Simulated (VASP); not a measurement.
# Al12H in VASP: a series of runs

Al12H is run at these levels: PBE; tasks: single point.

All numbers are computed with VASP 6.6.1; they aren't measurements. Logs are shortened: lines on timing, memory, paths and dates and some standing lists are left out, and cuts for length are marked.

## Step 1: The cell of the first run

The cell holds a slab with vacuum, 13 atoms: a = 5.714 Å, b = 5.714 Å, c = 20.102 Å, α = 90.00°, β = 90.00°, γ = 120.00°.

## Step 2: Single point, PBE

INCAR reads:

```
PREC = Accurate
ENCUT = 520
EDIFF = 1E-6
ISMEAR = 0
SIGMA = 0.1
LREAL = F
LASPH = T
NELM = 80
ALGO = Normal
ISIF = 2
LWAVE = F
LCHARG = T
LDIPOL = T
IDIPOL = 3
DIPOL = 0.5 0.5 0.327
GGA = PE
LELF = T
LVHAR = T
LVACPOTAV = T
NBANDS = 30
```

KPOINTS reads:

```
Automatic mesh
0
Gamma
  6 6 1
```

POSCAR reads:

```
Al12H
1.0
    5.7143028096      0.0000000000      0.0000000000
   -2.8571514048      4.9487313980      0.0000000000
    0.0000000000      0.0000000000     20.1016424997
Al H
12 1
Direct
    0.3333333333      0.1666666666      0.1989887145
    0.3333333333      0.6666666666      0.1989887145
    0.8333333333      0.1666666666      0.1989887145
    0.8333333333      0.6666666666      0.1989887145
    0.1666666667      0.3333333334      0.3134533090
    0.1666666667      0.8333333333      0.3134533090
    0.6666666667      0.3333333333      0.3134533090
    0.6666666667      0.8333333333      0.3134533090
    0.0000000000      0.0000000000      0.4279074459
    0.0000000000      0.5000000000      0.4279074459
    0.5000000000      0.0000000000      0.4279074459
    0.5000000000      0.5000000000      0.4279074459
    0.0000000000      0.2500000000      0.4840428784
```

Potentials or basis: VASP PAW PBE potentials, release 64 (Al, H).

The run is started by

```bash
$ cat potpaw_PBE.64/Al/POTCAR potpaw_PBE.64/H/POTCAR > POTCAR
$ mpirun -np 1 vasp_std > vasp.out
```

OUTCAR:

```text
PREC = Accurate
   ENCUT = 520
   EDIFF = 1E-6
   ISMEAR = 0
   LREAL = F
   LASPH = T
   NELM = 80
   ISIF = 2
   GGA = PE

 ion  position               nearest neighbor table
   1  0.333  0.167  0.199-   6 2.83   5 2.83   7 2.83   4 2.86   2 2.86   2 2.86   4 2.86   3 2.86
                             3 2.86
   2  0.333  0.667  0.199-   5 2.83   6 2.83   8 2.83   3 2.86   1 2.86   1 2.86   3 2.86   4 2.86
                             4 2.86
   3  0.833  0.167  0.199-   8 2.83   7 2.83   5 2.83   4 2.86   2 2.86   4 2.86   2 2.86   1 2.86
                             1 2.86
   4  0.833  0.667  0.199-   7 2.83   8 2.83   6 2.83   3 2.86   1 2.86   3 2.86   1 2.86   2 2.86
                             2 2.86
   5  0.167  0.333  0.313-  12 2.83  10 2.83   9 2.83   2 2.83   1 2.83   3 2.83   6 2.86   8 2.86
                             7 2.86   8 2.86   7 2.86   6 2.86
   6  0.167  0.833  0.313-  10 2.83  11 2.83   9 2.83   1 2.83   2 2.83   4 2.83   5 2.86   7 2.86
                             7 2.86   8 2.86   8 2.86   5 2.86
   7  0.667  0.333  0.313-  11 2.83  10 2.83  12 2.83   4 2.83   3 2.83   1 2.83   5 2.86   8 2.86
                             6 2.86   8 2.86   6 2.86   5 2.86
   8  0.667  0.833  0.313-  12 2.83   9 2.83  11 2.83   3 2.83   4 2.83   2 2.83   5 2.86   7 2.86
                             7 2.86   6 2.86   6 2.86   5 2.86
   9  0.000  0.000  0.428-  13 1.82   8 2.83   5 2.83   6 2.83  12 2.86  10 2.86  10 2.86  12 2.86
                            11 2.86  11 2.86
  10  0.000  0.500  0.428-  13 1.82   6 2.83   7 2.83   5 2.83  11 2.86   9 2.86   9 2.86  11 2.86
                            12 2.86  12 2.86
  11  0.500  0.000  0.428-   7 2.83   6 2.83   8 2.83  10 2.86  12 2.86  12 2.86  10 2.86   9 2.86
                             9 2.86
  12  0.500  0.500  0.428-   8 2.83   5 2.83   7 2.83   9 2.86  11 2.86  11 2.86   9 2.86  10 2.86
                            10 2.86
  13  0.000  0.250  0.484-   9 1.82  10 1.82

  LATTYP: Found a hexagonal cell.
 ALAT       =     5.7143028096
 C/A-ratio  =     3.5177769134

  Lattice vectors:

 A1 = (   5.7143028096,   0.0000000000,   0.0000000000)
 A2 = (  -2.8571514048,   4.9487313980,   0.0000000000)
 A3 = (   0.0000000000,   0.0000000000,  20.1016424997)

Analysis of symmetry for initial positions (statically):
=====================================================================
 Subroutine PRICEL returns:
 Original cell was already a primitive cell.

 Routine SETGRP: Setting up the symmetry group for a
 hexagonal supercell.

 Subroutine GETGRP returns: Found  2 space group operations
 (whereof  1 operations were pure point group operations)
 out of a pool of 24 trial point group operations.

The static configuration has the point symmetry C_1 .
 The point group associated with its full space group is C_1h.

Analysis of symmetry for dynamics (positions and initial velocities):
=====================================================================
 Subroutine PRICEL returns:
 Original cell was already a primitive cell.

 Routine SETGRP: Setting up the symmetry group for a
 hexagonal supercell.

 Subroutine GETGRP returns: Found  2 space group operations
 (whereof  1 operations were pure point group operations)
 out of a pool of 24 trial point group operations.

The dynamic configuration has the point symmetry C_1 .
 The point group associated with its full space group is C_1h.

 Subroutine INISYM returns: Found  2 space group operations
 (whereof  1 operations are pure point group operations),
 and found     1 'primitive' translations

----------------------------------------------------------------------------------------

                                     Primitive cell

  volume of cell :     568.4453

  direct lattice vectors                    reciprocal lattice vectors
     5.714302810  0.000000000  0.000000000     0.174999476  0.101035995  0.000000000
    -2.857151405  4.948731398  0.000000000     0.000000000  0.202071990  0.000000000
     0.000000000  0.000000000 20.101642500     0.000000000  0.000000000  0.049747179

  length of vectors
     5.714302810  5.714302810 20.101642500     0.202071990  0.202071990  0.049747179

  position of ions in fractional coordinates (direct lattice)
     0.333333333  0.166666667  0.198988714
     0.333333333  0.666666667  0.198988714
     0.833333333  0.166666667  0.198988714
     0.833333333  0.666666667  0.198988714
     0.166666667  0.333333333  0.313453309
[... 50 lines left out ...]

 Following reciprocal coordinates:
            Coordinates               Weight
  0.000000  0.000000  0.000000      1.000000
  0.166667  0.000000  0.000000      2.000000
  0.000000  0.166667  0.000000      4.000000
  0.333333  0.000000  0.000000      2.000000
  0.000000  0.333333  0.000000      4.000000
  0.500000  0.000000  0.000000      1.000000
  0.000000  0.500000  0.000000      2.000000
  0.166667  0.166667  0.000000      4.000000
 -0.166667  0.333333  0.000000      2.000000
  0.333333  0.166667  0.000000      4.000000
 -0.166667  0.500000  0.000000      4.000000
  0.500000  0.333333  0.000000      4.000000
  0.333333  0.333333  0.000000      2.000000
   k-points           NKPTS =     13   k-points in BZ     NKDIM =     13   number of bands    NBANDS=     30
   number of dos      NEDOS =    301   number of ions     NIONS =     13
   total plane-waves  NPLWV = 264600
   dimension x,y,z NGX =    42 NGY =   42 NGZ =  150
   dimension x,y,z NGXF=    84 NGYF=   84 NGZF=  300
   ions per type =              12   1
   NGX,Y,Z   is equivalent  to a cutoff of  12.22, 12.22, 12.41 a.u.
   NGXF,Y,Z  is equivalent  to a cutoff of  24.44, 24.44, 24.81 a.u.
 SYSTEM =  unknown system
   PREC   = accura    normal or accurate (medium, high low for compatibility)
   ISTART =      0    job   : 0-new  1-cont  2-samecut
   ICHARG =      2    charge: 1-file 2-atom 10-const
   ISPIN  =      1    spin polarized calculation?
   LNONCOLLINEAR =      F non collinear calculations
   LSORBIT =      F    spin-orbit coupling
   LASPH  =      T    aspherical Exc in radial PAW
   ENCUT  =  520.0 eV  38.22 Ry    6.18 a.u.  10.62 10.62 37.38*2*pi/ulx,y,z
   NELM   =     80;   NELMIN=  2; NELMDL= -5     # of ELM steps
   EDIFF  = 0.1E-05   stopping-criterion for ELM
   LREAL  =      F    real-space projection
   EDIFFG = 0.1E-04   stopping-criterion for IOM
   NSW    =      0    number of steps for IOM
   IBRION =     -1    ionic relax: 0-MD 1-quasi-New 2-CG
   NFREE  =      0    steps in history (QN), initial steepest desc. (CG)
   ISIF   =      2    stress and relaxation
   ISYM   =      2    0-nonsym 1-usesym 2-fastsym
   POTIM  = 0.5000    time-step for ionic-motion
   TEBEG  =    0.0;   TEEND  =   0.0 temperature during run
   PSTRESS=    0.0 pullay stress
   NELECT =      37.0000    total number of electrons
   NUPDOWN=      -1.0000    fix difference up-down
   EMIN   =  10.00;   EMAX   =-10.00  energy-range for DOS
   EFERMI =   0.00;   METHOD = LEGACY
   ISMEAR =     0;   SIGMA  =   0.10  broadening in eV -4-tet -1-fermi 0-gaus
   EFERMI_NEDOS =   21; number of points for ismear=-14 and -15
   IALGO  =     38    algorithm
   IMIX   =      4    mixing-type and parameters
     AMIX     =   0.40;   BMIX     =  1.00
     AMIX_MAG =   1.60;   BMIX_MAG =  1.00
  volume/ion in A,a.u.               =      43.73       295.08
  Fermi-wavevector in a.u.,A,eV,Ry     =   0.658535  1.244452  5.900425  0.433669
  Thomas-Fermi vector in A             =   1.730388
   LORBIT       =      0    0 simple, 1 ext, 2 COOP (PROOUT), +10 PAW based schemes
   GGA     = PE    functional components
   LHFCALC =     F    Hartree Fock is set to
   AEXX    =    0.0000 exact exchange contribution
   IVDW    =     0    specifies the selected vdW correction
   LEPSILON=     F    determine dielectric tensor
   LRPA    =     F    only Hartree local field effects (RPA)
 non-spin polarized calculation
 Gauss-broadening in eV      SIGMA  =   0.10
  energy-cutoff  :      520.00
  volume of cell :      568.45
 maximum number of plane-waves:     15351
   NGX = 21   NGY = 21   NGZ = 75

 dipolmoment           0.000000      0.000000     -0.004696 electrons x Angstroem

 number of electron      37.0000000 magnetization

 dipolmoment           0.000000      0.000000      0.003454 electrons x Angstroem

 Free energy of the ion-electron system (eV)
  ---------------------------------------------------
  ext. energy  EPLUGINS =         0.00000000
  ---------------------------------------------------
  free energy    TOTEN  =       -45.13091787 eV

  energy without entropy =      -45.11320003  energy(sigma->0) =      -45.12205895

 E-fermi :   0.2743     XC(G=0):  -4.4646

 val. band max:        0.2584482619   @ k =   0.1667   0.1667   0.0000
 cond. band min:       0.3399323366   @ k =  -0.1667   0.3333   0.0000
 fundamental gap:      0.0814840746
 Fermi energy:         0.2743030210

 k-point     1 :       0.0000    0.0000    0.0000
  band No.  band energies     occupation
      1     -10.3655      2.00000
      2      -8.8168      2.00000
      3      -6.5153      2.00000
      4      -4.8867      2.00000
      5      -4.4491      2.00000
      6      -4.4424      2.00000
[... 418 lines left out ...]
     29       3.5643      0.00000
     30       3.5996      0.00000

------------------------ aborting loop because EDIFF is reached ----------------------------------------

  FORCE on cell =-STRESS in cart. coord.  units (eV):
  Direction    XX          YY          ZZ          XY          YZ          ZX
  --------------------------------------------------------------------------------------
  -------------------------------------------------------------------------------------
  Total       -2.2326883     -2.4875577      0.8253292      0.2207234     -0.1925221     -0.3334580
  in kB       -6.2928879     -7.0112437      2.3262109      0.6221144     -0.5426282     -0.9398597
  external PRESSURE =      -3.6593069 kB  Pullay stress =       0.0000000 kB

 VOLUME and BASIS-vectors are now :
 -----------------------------------------------------------------------------
  energy-cutoff  :      520.00
  volume of cell :      568.45
      direct lattice vectors                 reciprocal lattice vectors
     5.714302810  0.000000000  0.000000000     0.174999476  0.101035995  0.000000000
    -2.857151405  4.948731398  0.000000000     0.000000000  0.202071990  0.000000000
     0.000000000  0.000000000 20.101642500     0.000000000  0.000000000  0.049747179

 POSITION                                       TOTAL-FORCE (eV/Angst)
 -----------------------------------------------------------------------------------
      1.42858      0.82479      4.00000         0.051455      0.040433     -0.089488
     -0.00000      3.29915      4.00000         0.060743      0.024345     -0.089488
      4.28573      0.82479      4.00000        -0.092012     -0.053123      0.004713
      2.85715      3.29915      4.00000        -0.047135     -0.027213     -0.126598
      0.00000      1.64958      6.30093         0.001861      0.001075      0.267487
     -1.42858      4.12394      6.30093         0.070690      0.040813     -0.079714
      2.85715      1.64958      6.30093         0.017151      0.056134      0.022548
      1.42858      4.12394      6.30093         0.057189     -0.013214      0.022548
      0.00000      0.00000      8.60164         0.179401     -0.090935      0.114273
     -1.42858      2.47437      8.60164         0.010949      0.200833      0.114273
      2.85715      0.00000      8.60164        -0.459020     -0.265015     -0.120765
      1.42858      2.47437      8.60164         0.254741      0.147075     -0.037318
     -0.71429      1.23718      9.73006        -0.106014     -0.061207     -0.002470
 -----------------------------------------------------------------------------------
    total drift:                                0.000061      0.000035     -0.000029

  FREE ENERGIE OF THE ION-ELECTRON SYSTEM (eV)
  ---------------------------------------------------
  free  energy   TOTEN  =       -45.1309178721 eV

  energy  without entropy=      -45.1132000283  energy(sigma->0) =      -45.12205895

 vacuum level on the upper side and lower side of the slab         4.251         4.229
```

Run time: 7.2 min. Hardware: 1 thread of Intel Xeon Platinum 8488C (Sapphire Rapids), shared host; peak memory 0.63 GiB.

What came out:

```
Free energy   : -45.1309 eV
Largest force : 0.544 eV/Å
```

Forces on the atoms (eV/Å):
```
Al   0.051  0.040 -0.089
Al   0.061  0.024 -0.089
Al  -0.092 -0.053  0.005
Al  -0.047 -0.027 -0.127
Al   0.002  0.001  0.267
Al   0.071  0.041 -0.080
Al   0.017  0.056  0.023
Al   0.057 -0.013  0.023
Al   0.179 -0.091  0.114
Al   0.011  0.201  0.114
Al  -0.459 -0.265 -0.121
Al   0.255  0.147 -0.037
H   -0.106 -0.061 -0.002
```

Levels at points of the mesh, in eV from the Fermi level:
| k point | band 14 | band 15 | band 16 | band 17 | band 18 | band 19 | band 20 | band 21 | band 22 | band 23 |
| --- | --- | --- | --- | --- | --- | --- | --- | --- | --- | --- |
| (0.00, 0.00, 0.00) | -2.89 | -2.78 | -2.74 | -1.51 | -0.49 | -0.41 | -0.34 | -0.18 | -0.16 | 0.32 |
| (0.50, 0.00, 0.00) | -1.66 | -0.60 | -0.51 | -0.26 | -0.25 | 0.40 | 0.89 | 0.89 | 1.24 | 1.47 |
| (0.00, 0.50, 0.00) | -1.67 | -0.59 | -0.51 | -0.42 | -0.24 | 0.27 | 0.91 | 0.98 | 1.27 | 1.51 |

## Step 3: Single point, PBE

INCAR reads:

```
  ALGO = Normal
  DIPOL = 0.5 0.5 0.328
  EDIFF = 1E-6
  ENCUT = 520
  GGA = PE
  IDIPOL = 3
  ISIF = 2
  ISMEAR = 0
  LASPH = True
  LCHARG = True
  LDIPOL = True
  LELF = True
  LREAL = False
  LVACPOTAV = True
  LVHAR = True
  LWAVE = False
  NBANDS = 30
  NELM = 80
  PREC = Accurate
  SIGMA = 0.1
```

KPOINTS reads:

```
k-points
0
Gamma
  6 6 1
```

POSCAR reads:

```
Al12H
1.0
    5.7143028096      0.0000000000      0.0000000000
   -2.8571514048      4.9487313980      0.0000000000
    0.0000000000      0.0000000000     20.1016424997
Al H
12 1
Direct
    0.3333333333      0.1666666667      0.1989887145
    0.3333333334      0.6666666667      0.1989887145
    0.8333333334      0.1666666667      0.1989887145
    0.8333333333      0.6666666667      0.1989887145
    0.1666666667      0.3333333333      0.3134533090
    0.1666666667      0.8333333333      0.3134533090
    0.6666666666      0.3333333333      0.3134533090
    0.6666666667      0.8333333333      0.3134533090
    0.0000000000      0.0000000000      0.4279074459
    0.0000000000      0.5000000000      0.4279074459
    0.5000000000      0.0000000000      0.4279074459
    0.5000000000      0.5000000000      0.4279074459
    0.0833333334      0.1666666667      0.4995437724
```

Potentials or basis: VASP PAW PBE potentials, release 64 (Al, H).

The run is started by

```bash
$ cat potpaw_PBE.64/Al/POTCAR potpaw_PBE.64/H/POTCAR > POTCAR
$ mpirun -np 1 vasp_std > vasp.out
```

Run time: 6 min. Hardware: 1 thread of Intel Xeon Platinum 8488C (Sapphire Rapids), shared host; peak memory 0.65 GiB.

The run converged. Its results:

| Quantity | Value |
| --- | --- |
| Free energy | -45.0236 eV |
| Largest force | 0.417 eV/Å |

Forces on the atoms (eV/Å):
```
Al   0.096 -0.020 -0.070
Al   0.000  0.074 -0.048
Al  -0.096 -0.020 -0.070
Al   0.000 -0.028 -0.110
Al   0.000  0.106  0.265
Al   0.114 -0.072 -0.004
Al   0.000  0.126 -0.074
Al  -0.114 -0.072 -0.004
Al   0.000 -0.183  0.374
Al  -0.121  0.108 -0.046
Al   0.000 -0.055 -0.151
Al   0.121  0.108 -0.046
H    0.000 -0.073 -0.015
```

Levels at points of the mesh, in eV from the Fermi level:
```tsv
k point	band 14	band 15	band 16	band 17	band 18	band 19	band 20	band 21	band 22	band 23
(0.00, 0.00, 0.00)	-2.86	-2.78	-2.75	-1.66	-0.44	-0.39	-0.32	-0.17	-0.16	0.26
(0.50, 0.00, 0.00)	-1.65	-0.57	-0.53	-0.43	-0.25	0.10	0.91	0.99	1.29	1.46
(0.00, 0.50, 0.00)	-1.65	-0.54	-0.53	-0.29	-0.27	-0.11	0.89	0.92	1.30	1.45
```

## Step 4: Single point, PBE

INCAR reads:

```
SYSTEM = Al12H
ALGO = Normal
DIPOL = 0.5 0.5 0.328
EDIFF = 1E-6
ENCUT = 520
GGA = PE
IDIPOL = 3
ISIF = 2
ISMEAR = 0
LASPH = .TRUE.
LCHARG = .FALSE.
LDIPOL = .TRUE.
LREAL = .FALSE.
LWAVE = .FALSE.
NBANDS = 30
NELM = 80
PREC = Accurate
SIGMA = 0.1
```

KPOINTS reads:

```
k-points
0
G
  6 6 1
  0 0 0
```

POSCAR reads:

```
Al12H
1.0
    5.7143028096      0.0000000000      0.0000000000
   -2.8571514048      4.9487313980      0.0000000000
    0.0000000000      0.0000000000     20.1016424997
Al H
12 1
Direct
    0.3333333333      0.1666666667      0.1989887145
    0.3333333333      0.6666666666      0.1989887145
    0.8333333333      0.1666666667      0.1989887145
    0.8333333333      0.6666666666      0.1989887145
    0.1666666667      0.3333333333      0.3134533090
    0.1666666667      0.8333333334      0.3134533090
    0.6666666667      0.3333333333      0.3134533090
    0.6666666667      0.8333333333      0.3134533090
    0.0000000000      0.0000000000      0.4279074459
    0.0000000000      0.5000000000      0.4279074459
    0.5000000000      0.0000000000      0.4279074459
    0.5000000000      0.5000000000      0.4279074459
    0.1666666667      0.0833333333      0.4993337535
```

The run is started by

```bash
$ cat potpaw_PBE.64/Al/POTCAR potpaw_PBE.64/H/POTCAR > POTCAR
$ mpirun -np 1 vasp_std > vasp.out
```

Run time: 6.6 min. Hardware: 1 thread of Intel Xeon Platinum 8488C (Sapphire Rapids), shared host; peak memory 0.65 GiB.

Results (log left out):

```yaml
Free_energy: -45.0477 eV
Largest_force: 0.448 eV/Å
```

Forces in eV/Å, atoms in the order of the input:
```
Al   0.045  0.026 -0.014
Al  -0.005 -0.003 -0.076
Al  -0.037  0.049 -0.115
Al   0.024 -0.057 -0.115
Al   0.008  0.075  0.173
Al   0.069 -0.030  0.173
Al   0.041  0.024 -0.038
Al  -0.140 -0.081 -0.054
Al  -0.282 -0.163  0.308
Al  -0.110 -0.064 -0.087
Al   0.268 -0.045 -0.066
Al   0.095  0.254 -0.066
H    0.024  0.014 -0.023
```

Levels at points of the mesh, in eV from the Fermi level:
```
           k point  band 14  band 15  band 16  band 17  band 18  band 19  band 20  band 21  band 22  band 23
(0.00, 0.00, 0.00)    -2.90    -2.78    -2.77    -1.65    -0.44    -0.41    -0.26    -0.22    -0.17     0.22
(0.50, 0.00, 0.00)    -1.67    -0.66    -0.54    -0.52    -0.26     0.15     0.90     1.08     1.25     1.46
(0.00, 0.50, 0.00)    -1.67    -0.62    -0.54    -0.37    -0.27     0.05     0.88     0.93     1.27     1.43
```
